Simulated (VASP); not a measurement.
Runs of VASP 6.6.1 on CsH. The structure is that of space group F-43m (No. 216), or close to it. The cells are those of the table. 

```tsv
task	cell	gap on the mesh (eV)	pressure (GPa)
single point	a = 3.590 Å, angles 60.0°, 2 atoms	0.41	(c)
relaxation of cell and atoms	relaxed from a = 4.695 Å, angles 60.0°, 2 atoms	(a)	0.0
single point	a = 3.895 Å, angles 60.0°, 2 atoms	1.54	15.5
relaxation of cell and atoms	relaxed to 15 GPa from a = 4.695 Å, angles 60.0°, 2 atoms	(b)	15.1
single point	a = 3.395 Å, angles 60.0°, 2 atoms	none	48.3
```

Alike in all rows: level r2SCAN; potentials or basis VASP PAW PBE potentials, release 64 (Cs_sv, H); no spin polarisation; k mesh 4 × 4 × 4; cutoff (eV) 550; smearing fermi-dirac 0.01 eV.

Q: Fill in the values left out.

A: (a) 3.14; (b) 1.58; (c) 31.7.

Caveats: some runs use coarse meshes; the PAW data sets were made with another functional, which shifts forces and pressure a little; spin-orbit coupling is left out, which moves the levels of the heavy elements; the cell is relaxed towards a set pressure, so the run minimises the enthalpy, not the energy (at least some runs).

A k mesh can miss the band edges, and the runs leave out spin-orbit coupling on Cs.

A gap of «none» marks levels without a gap at the run's occupations.
